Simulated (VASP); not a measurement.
Write the native input for VASP 6.6.1 that does the following.

```yaml
Task: relaxation of cell and atoms
Functional: PBE
Potentials_or_basis: VASP PAW PBE potentials, release 64 (Ni, Si)
Cutoff: 600 eV
k_mesh: 9 × 9 × 9
Occupations: fermi-dirac, width 0.05 eV
Spin: collinear spin, ferromagnetic start
Starting_moments: "[1.0, 0.0, 0.0] μB"
Hubbard_terms: Ni d U = 6.0 eV
Dipole_correction: no
Further_INCAR_settings: ALGO = Normal; EDIFF = 1e-07; IBRION = 2; EDIFFG = -0.01; NSW = 60; ISIF = 3
```

The structure of Si2Ni lies in POSCAR:

```
Si2Ni
1.0
    0.0000000000      2.7030000000      2.7030000000
    2.7030000000      0.0000000000      2.7030000000
    2.7030000000      2.7030000000      0.0000000000
Ni Si
1 2
Direct
    0.0000000000      0.0000000000      0.0000000000
    0.7500000000      0.7500000000      0.7500000000
    0.2500000000      0.2500000000      0.2500000000
```

One way to write it, as run:

INCAR

```
PREC = Accurate
ENCUT = 600
EDIFF = 1E-7
ISMEAR = -1
SIGMA = 0.05
LREAL = False
LASPH = True
NELM = 150
ALGO = Normal
ISIF = 3
LWAVE = False
LCHARG = False
ISPIN = 2
MAGMOM = 1 0 0
LORBIT = 11
LMAXMIX = 4
LDAU = True
LDAUTYPE = 2
LDAUL = 2 -1
LDAUU = 6 0
LDAUJ = 0 0
LDAUPRINT = 1
GGA = PE
IBRION = 2
NSW = 60
EDIFFG = -0.01
```

KPOINTS

```
regular mesh
0
Gamma
  9 9 9
```

Potentials or basis: VASP PAW PBE potentials, release 64 (Ni, Si).

The run is started by

```console
$ cat potpaw_PBE.64/Ni/POTCAR potpaw_PBE.64/Si/POTCAR > POTCAR
$ mpirun -np 1 vasp_std > vasp.out
```

It gave:

- Relaxed volume: 12.96 Å³/atom
- Relaxed cell: a = 3.802 Å, b = 3.802 Å, c = 3.802 Å, α = 60.00°, β = 60.00°, γ = 60.00°
- Space group after relaxing (to 0.05 Å): Fm-3m (No. 225)
- Energy gained by relaxing: 1.6 meV/atom
- Ionic steps: 3
- Pressure after relaxing: 0.0 GPa
- Band gap on the k mesh: zero (filled and empty bands overlap)
- Net moment: 0.00 μB per cell
- Valence electrons inside the program's atomic spheres: Ni 10.10; Si 1.58

Caveat: the U is typed as a test and isn't derived for this compound.

Wall time 2.1 min on 1 thread of Intel Xeon 6975P-C (shared host), peak memory 0.23 GiB.
